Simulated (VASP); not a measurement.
# ZnSe (F-43m) in VASP: a series of runs

ZnSe is run at these levels: PBEsol; tasks: relaxation of cell and atoms.

All numbers are computed with VASP 6.6.1; they aren't measurements. Logs are shortened: lines on timing, memory, paths and dates and some standing lists are left out, and cuts for length are marked.

## Step 1: The cell of the first run

It takes space group F-43m (No. 216, cubic). The conventional cell has a = 5.652 Å, b = 5.652 Å, c = 5.652 Å, α = 90.00°, β = 90.00°, γ = 90.00°. Zn (site symmetry -43m) has 4 Se at 2.45 Å within 3.2 Å. Within 3.2 Å of Se (site symmetry -43m) lie 4 Zn at 2.45 Å.

## Step 2: Relaxation of cell and atoms, PBEsol, target pressure -1 GPa, at which the enthalpy is minimised

Contents of INCAR:

```
SYSTEM = ZnSe
ALGO = Normal
EDIFF = 1E-7
EDIFFG = -0.008
ENCUT = 600
GGA = PS
IBRION = 2
ISIF = 3
ISMEAR = 0
LASPH = .TRUE.
LCHARG = .FALSE.
LREAL = .FALSE.
LWAVE = .FALSE.
NELM = 100
NSW = 70
PREC = Accurate
PSTRESS = -10.0
SIGMA = 0.02
```

Contents of KPOINTS:

```
k-points
0
G
  8 8 8
  0 0 0
```

Contents of POSCAR:

```
ZnSe
1.0
    0.0000000000      2.8259176229      2.8259176229
    2.8259176229      0.0000000000      2.8259176229
    2.8259176229      2.8259176229      0.0000000000
Zn Se
1 1
Direct
    0.0000000000      0.0000000000      0.0000000000
    0.7500000000      0.7500000000      0.7500000000
```

Potentials or basis: VASP PAW PBE potentials, release 64 (Zn, Se).

Launch:

```bash
> cat potpaw_PBE.64/Zn/POTCAR potpaw_PBE.64/Se/POTCAR > POTCAR
> mpirun -np 1 vasp_std > vasp.out
```

OUTCAR:

```text
SYSTEM = ZnSe
   EDIFF = 1E-7
   EDIFFG = -0.008
   ENCUT = 600
   GGA = PS
   IBRION = 2
   ISIF = 3
   ISMEAR = 0
   LASPH = .TRUE.
   LREAL = .FALSE.
   NELM = 100
   NSW = 70
   PREC = Accurate
   PSTRESS = -10.0

 ion  position               nearest neighbor table
   1  0.000  0.000  0.000-   2 2.45   2 2.45   2 2.45   2 2.45
   2  0.750  0.750  0.750-   1 2.45   1 2.45   1 2.45   1 2.45

  LATTYP: Found a face centered cubic cell.
 ALAT       =     5.6518352458

  Lattice vectors:

 A1 = (   0.0000000000,   2.8259176229,   2.8259176229)
 A2 = (   2.8259176229,   0.0000000000,   2.8259176229)
 A3 = (   2.8259176229,   2.8259176229,   0.0000000000)

Analysis of symmetry for initial positions (statically):
=====================================================================
 Subroutine PRICEL returns:
 Original cell was already a primitive cell.

 Routine SETGRP: Setting up the symmetry group for a
 face centered cubic supercell.

 Subroutine GETGRP returns: Found 24 space group operations
 (whereof 24 operations were pure point group operations)
 out of a pool of 48 trial point group operations.

The static configuration has the point symmetry T_d .

Analysis of symmetry for dynamics (positions and initial velocities):
=====================================================================
 Subroutine PRICEL returns:
 Original cell was already a primitive cell.

 Routine SETGRP: Setting up the symmetry group for a
 face centered cubic supercell.

 Subroutine GETGRP returns: Found 24 space group operations
 (whereof 24 operations were pure point group operations)
 out of a pool of 48 trial point group operations.

The dynamic configuration has the point symmetry T_d .

 Subroutine INISYM returns: Found 24 space group operations
 (whereof 24 operations are pure point group operations),
 and found     1 'primitive' translations

----------------------------------------------------------------------------------------

                                     Primitive cell

  volume of cell :      45.1345

  direct lattice vectors                    reciprocal lattice vectors
     0.000000000  2.825917623  2.825917623    -0.176933678  0.176933678  0.176933678
     2.825917623  0.000000000  2.825917623     0.176933678 -0.176933678  0.176933678
     2.825917623  2.825917623  0.000000000     0.176933678  0.176933678 -0.176933678

  length of vectors
     3.996451028  3.996451028  3.996451028     0.306458121  0.306458121  0.306458121

[... 93 lines left out ...]
   EMIN   =  10.00;   EMAX   =-10.00  energy-range for DOS
   EFERMI =   0.00;   METHOD = LEGACY
   ISMEAR =     0;   SIGMA  =   0.02  broadening in eV -4-tet -1-fermi 0-gaus
   EFERMI_NEDOS =   21; number of points for ismear=-14 and -15
   IALGO  =     38    algorithm
   IMIX   =      4    mixing-type and parameters
     AMIX     =   0.40;   BMIX     =  1.00
     AMIX_MAG =   1.60;   BMIX_MAG =  1.00
  volume/ion in A,a.u.               =      22.57       152.29
  Fermi-wavevector in a.u.,A,eV,Ry     =   1.205025  2.277168 19.756829  1.452086
  Thomas-Fermi vector in A             =   2.340734
   LORBIT       =      0    0 simple, 1 ext, 2 COOP (PROOUT), +10 PAW based schemes
   GGA     = PS    functional components
   LHFCALC =     F    Hartree Fock is set to
   AEXX    =    0.0000 exact exchange contribution
   IVDW    =     0    specifies the selected vdW correction
   LEPSILON=     F    determine dielectric tensor
   LRPA    =     F    only Hartree local field effects (RPA)
 conjugate gradient relaxation of ions
 non-spin polarized calculation
 Gauss-broadening in eV      SIGMA  =   0.02
  energy-cutoff  :      600.00
  volume of cell :       45.13
 maximum number of plane-waves:      1540
   NGX = 15   NGY = 15   NGZ = 15

--------------------------------------- Ionic step        1  -------------------------------------------

 number of electron      17.9999987 magnetization

 Free energy of the ion-electron system (eV)
  ---------------------------------------------------
  ext. energy  EPLUGINS =         0.00000000
  ---------------------------------------------------
  free energy    TOTEN  =        -6.77284925 eV

  energy without entropy =       -6.77284925  energy(sigma->0) =       -6.77284925

------------------------ aborting loop because EDIFF is reached ----------------------------------------

  FORCE on cell =-STRESS in cart. coord.  units (eV):
  Direction    XX          YY          ZZ          XY          YZ          ZX
  --------------------------------------------------------------------------------------
  -------------------------------------------------------------------------------------
  Total       -0.1093315     -0.1093315     -0.1093315      0.0000000     -0.0000000      0.0000000
  in kB       -3.8810327     -3.8810327     -3.8810327      0.0000000     -0.0000000      0.0000000
  external PRESSURE =       6.1189673 kB  Pullay stress =     -10.0000000 kB
[... 63 lines left out ...]
--------------------------------------- Ionic step        3  -------------------------------------------

 number of electron      17.9999992 magnetization

 Free energy of the ion-electron system (eV)
  ---------------------------------------------------
  ext. energy  EPLUGINS =         0.00000000
  ---------------------------------------------------
  free energy    TOTEN  =        -6.77088466 eV

  energy without entropy =       -6.77088466  energy(sigma->0) =       -6.77088466

 E-fermi :   1.5921     XC(G=0):  -9.5187

 val. band max:        1.4742840946   @ k =   0.0000   0.0000   0.0000
 cond. band min:       2.6387609451   @ k =   0.0000   0.0000   0.0000
 fundamental gap:      1.1644768505
 Fermi energy:         1.5920720306

 k-point     1 :       0.0000    0.0000    0.0000
  band No.  band energies     occupation
      1     -11.8012      2.00000
      2      -5.0761      2.00000
      3      -5.0761      2.00000
      4      -5.0761      2.00000
      5      -4.7060      2.00000
      6      -4.7060      2.00000
      7       1.4743      2.00000
      8       1.4743      2.00000
      9       1.4743      2.00000
     10       2.6388      0.00000
     11       7.2068      0.00000
     12       7.2068      0.00000
     13       7.2068      0.00000
[... 354 lines left out ...]
  band No.  band energies     occupation
      1     -10.8741      2.00000
      2      -4.9739      2.00000
      3      -4.9357      2.00000
      4      -4.7393      2.00000
      5      -4.6992      2.00000
      6      -4.4973      2.00000
      7      -3.4567      2.00000
      8      -0.9642      2.00000
      9      -0.0043      2.00000
     10       5.6288      0.00000
     11       6.9026      0.00000
     12       8.8063      0.00000
     13      10.0327      0.00000

 [... further k-points ...]
[... 5 lines left out ...]
  --------------------------------------------------------------------------------------
  -------------------------------------------------------------------------------------
  Total       -0.2840000     -0.2840000     -0.2840000     -0.0000000      0.0000000     -0.0000000
  in kB       -9.9813990     -9.9813990     -9.9813990     -0.0000000      0.0000000     -0.0000000
  external PRESSURE =       0.0186010 kB  Pullay stress =     -10.0000000 kB
[... 21 lines left out ...]
  energy  without entropy=       -6.7708846595  energy(sigma->0) =       -6.77088466

  enthalpy is  TOTEN    =        -7.0554138714 eV   P V=       -0.2845292119

 reached required accuracy - stopping structural energy minimisation
```

It took 1.8 min on 1 thread of AMD EPYC 7R13, shared host; peak memory 0.17 GiB.

What came out:

| Quantity | Value |
| --- | --- |
| Free energy | -6.7709 eV |
| Relaxed volume | 22.79 Å³/atom |
| Relaxed cell | a = 4.010 Å, b = 4.010 Å, c = 4.010 Å, α = 60.00°, β = 60.00°, γ = 60.00° |
| Space group after relaxing (to 0.05 Å) | F-43m (No. 216) |
| Energy change on relaxing (the enthalpy is what falls) | +1.0 meV/atom |
| Ionic steps | 3 |
| Pressure after relaxing | -1.0 GPa |
| Band gap on the k mesh | 1.16 eV, direct |

Step by step:
```tsv
step	energy change (eV)	largest force (eV/Å)	pressure (GPa)	volume (Å³)
1	0.0000	0.0000	-0.39	45.13
2	0.0027	0.0000	-1.15	45.70
3	0.0020	0.0000	-1.00	45.59
```

Final structure:
```
CELL_PARAMETERS angstrom
0.00000 2.83532 2.83532
2.83532 0.00000 2.83532
2.83532 2.83532 0.00000
ATOMIC_POSITIONS crystal
Zn 0.00000 0.00000 0.00000
Se 0.75000 0.75000 0.75000
```

Levels at points of the mesh, in eV from the valence-band top:
```csv
k point,band 7,band 8,band 9,band 10,band 11,band 12
"(0.00, 0.00, 0.00)",0.00,0.00,0.00,1.16,5.73,5.73
"(0.50, 0.00, 0.00)",-5.27,-0.87,-0.87,2.44,6.30,6.30
"(0.50, 0.50, 0.00)",-4.78,-2.20,-2.20,2.84,3.37,10.59
```

Caveat: the cell is relaxed towards a set pressure, so the enthalpy falls and the energy may rise; the PAW data sets were made with another functional, which shifts forces and pressure a little. A hybrid or GW would open this gap; PBEsol tends to underestimate it.

## Step 3: Relaxation of cell and atoms, PBEsol, target pressure 90 GPa, at which the enthalpy is minimised

This run uses another cell than the first one, of 14.56 Å³/atom, 0.645 times its volume.

Contents of INCAR:

```
SYSTEM = ZnSe
PREC = Accurate
ENCUT = 600
EDIFF = 1E-7
ISMEAR = 0
SIGMA = 0.02
LREAL = .FALSE.
LASPH = .TRUE.
NELM = 60
ALGO = Normal
ISIF = 3
LWAVE = .FALSE.
LCHARG = .FALSE.
GGA = PS
IBRION = 2
NSW = 70
EDIFFG = -0.008
PSTRESS = 900.0
```

Contents of KPOINTS:

```
regular mesh
0
G
  10 10 10
  0 0 0
```

Contents of POSCAR:

```
ZnSe
1.0
    0.0000000000      2.4419116305      2.4419116305
    2.4419116305      0.0000000000      2.4419116305
    2.4419116305      2.4419116305      0.0000000000
Zn Se
1 1
Direct
    0.0000000000      0.0000000000      0.0000000000
    0.7500000000      0.7500000000      0.7500000000
```

Potentials or basis: VASP PAW PBE potentials, release 64 (Zn, Se).

Launch:

```bash
> cat potpaw_PBE.64/Zn/POTCAR potpaw_PBE.64/Se/POTCAR > POTCAR
> mpirun -np 1 vasp_std > vasp.out
```

Wall time 4.9 min (1 thread of AMD EPYC 7R13, shared host); peak memory 0.15 GiB.

The run converged. Its results:

```
Free energy                                            : -3.7017 eV
Relaxed volume                                         : 13.98 Å³/atom
Relaxed cell                                           : a = 3.407 Å, b = 3.407 Å, c = 3.407 Å, α = 60.00°, β = 60.00°, γ = 60.00°
Space group after relaxing (to 0.05 Å)                 : F-43m (No. 216)
Energy change on relaxing (the enthalpy is what falls) : +297.6 meV/atom
Ionic steps                                            : 7
Pressure after relaxing                                : 90.0 GPa
Band gap on the k mesh                                 : 1.30 eV, indirect (least direct gap 3.39 eV)
```

The path:
| step | energy change (eV) | largest force (eV/Å) | pressure (GPa) | volume (Å³) |
| --- | --- | --- | --- | --- |
| 1 | 0.0000 | 0.0000 | 75.04 | 29.12 |
| 2 | 3.9438 | 0.0000 | 175.07 | 23.76 |
| 3 | 0.5493 | 0.0000 | 88.87 | 28.05 |
| 4 | 0.5881 | 0.0000 | 89.83 | 27.98 |
| 5 | 0.6008 | 0.0000 | 90.15 | 27.95 |
| 6 | 0.5753 | 0.0000 | 89.51 | 28.00 |
| 7 | 0.5952 | 0.0000 | 90.00 | 27.96 |

Final structure:
```yaml
crystal:
  lattice:
    - [0.00000, 2.40908, 2.40908]
    - [2.40908, 0.00000, 2.40908]
    - [2.40908, 2.40908, 0.00000]
  atoms:
    - { symbol: Zn, position: [0.00000, 0.00000, 0.00000] }
    - { symbol: Se, position: [0.75000, 0.75000, 0.75000] }
```

Levels at points of the mesh, in eV from the valence-band top:
```csv
k point,band 7,band 8,band 9,band 10,band 11,band 12
"(0.00, 0.00, 0.00)",0.00,0.00,0.00,3.39,5.10,5.10
"(0.50, 0.00, 0.00)",-8.36,-1.89,-1.89,3.18,5.71,5.71
"(0.50, 0.50, 0.00)",-7.42,-4.64,-4.64,1.30,2.47,14.82
```

Caveat: the cell is relaxed towards a set pressure, so the enthalpy falls and the energy may rise; the PAW data sets were made with another functional, which shifts forces and pressure a little. A k mesh can miss the band edges.

## Step 4: Relaxation of cell and atoms, PBEsol, target pressure 50 GPa, at which the enthalpy is minimised

This run uses another cell than the first one, of 16.42 Å³/atom, 0.728 times its volume.

Contents of INCAR:

```
SYSTEM = ZnSe
  ALGO = Normal
  EDIFF = 1E-6
  EDIFFG = -0.008
  ENCUT = 600
  GGA = PS
  IBRION = 2
  ISIF = 3
  ISMEAR = 0
  LASPH = .True.
  LCHARG = .False.
  LREAL = .False.
  LWAVE = .False.
  NELM = 100
  NSW = 70
  PREC = Accurate
  PSTRESS = 500.0
  SIGMA = 0.02
```

Contents of KPOINTS:

```
k-points
0
Gamma
  10 10 10
  0 0 0
```

Contents of POSCAR:

```
ZnSe
1.0
    0.0000000000      2.5416038923      2.5416038923
    2.5416038923      0.0000000000      2.5416038923
    2.5416038923      2.5416038923      0.0000000000
Zn Se
1 1
Direct
    0.0000000000      0.0000000000      0.0000000000
    0.7500000000      0.7500000000      0.7500000000
```

Launch:

```bash
> cat potpaw_PBE.64/Zn/POTCAR potpaw_PBE.64/Se/POTCAR > POTCAR
> mpirun -np 1 vasp_std > vasp.out
```

Run time: 3 min. Hardware: 1 thread of AMD EPYC 7R13, shared host; peak memory 0.17 GiB.

The run converged. Its results:

| Quantity | Value |
| --- | --- |
| Free energy | -5.2809 eV |
| Relaxed volume | 15.84 Å³/atom |
| Relaxed cell | a = 3.551 Å, b = 3.551 Å, c = 3.551 Å, α = 60.00°, β = 60.00°, γ = 60.00° |
| Space group after relaxing (to 0.05 Å) | F-43m (No. 216) |
| Energy change on relaxing (the enthalpy is what falls) | +164.9 meV/atom |
| Ionic steps | 4 |
| Pressure after relaxing | 50.0 GPa |
| Band gap on the k mesh | 1.77 eV, indirect (least direct gap 2.79 eV) |

The path:
```
step  energy change (eV)  largest force (eV/Å)  pressure (GPa)  volume (Å³)
   1              0.0000                0.0000           41.23        32.84
   2              1.4937                0.0000           79.57        28.75
   3              0.3187                0.0000           49.68        31.71
   4              0.3298                0.0000           50.01        31.67
```

Final structure:
```xyz
2
Lattice="0.0000 2.5113 2.5113 2.5113 0.0000 2.5113 2.5113 2.5113 0.0000" Properties=species:S:1:pos:R:3 pbc="T T T"
Zn    0.0000    0.0000    0.0000
Se    3.7669    3.7669    3.7669
```

Levels at points of the mesh, in eV from the valence-band top:
```
           k point  band 6  band 7  band 8  band 9  band 10  band 11  band 12  band 13
(0.00, 0.00, 0.00)   -7.88    0.00    0.00    0.00     2.79     5.36     5.36     5.36
(0.50, 0.00, 0.00)   -7.84   -7.51   -1.57   -1.57     3.01     5.96     5.96     8.75
(0.50, 0.50, 0.00)   -7.57   -6.61   -3.88   -3.88     1.77     2.86    13.83    13.83
```

Caveat: the cell is relaxed towards a set pressure, so the enthalpy falls and the energy may rise; the PAW data sets were made with another functional, which shifts forces and pressure a little. A k mesh can miss the band edges.

(Continued in part 2 of 2.)
